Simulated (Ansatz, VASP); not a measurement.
# Rh: VASP beside Ansatz

```
Rh
1.0
     0.00000    1.89079    1.89079
     1.89079    0.00000    1.89079
     1.89079    1.89079    0.00000
Rh
1
Direct
  0.00000 0.00000 0.00000
```

Alike in both runs: functional PBEsol; k mesh 20 × 20 × 20; occupations fermi-dirac, width 0.1 eV; no spin polarisation.

Ansatz relaxed the structure, and its values are those at the end. VASP's run is a single point on that final structure, the one shown.

```csv
,VASP,Ansatz
version,VASP 6.6.1,Ansatz 0.2.0
potentials or method,"VASP PAW PBE potentials, release 64 (Rh_pv)","PAW with Ansatz's default frozen-core files, scalar-relativistic"
plane-wave cutoff (eV),520,420
valence electrons in the cell,15,17
```

```csv
,VASP,Ansatz,Ansatz less VASP
pressure (GPa),-0.1,0.0,+0.09
```

VASP's potentials were made for PBE, not for PBEsol. The functional is the same, so the differences come from potentials, cutoffs and numerics. VASP's potentials hold 15 valence electrons a cell and Ansatz's 17, so a difference there can come from the potentials and not from the codes.
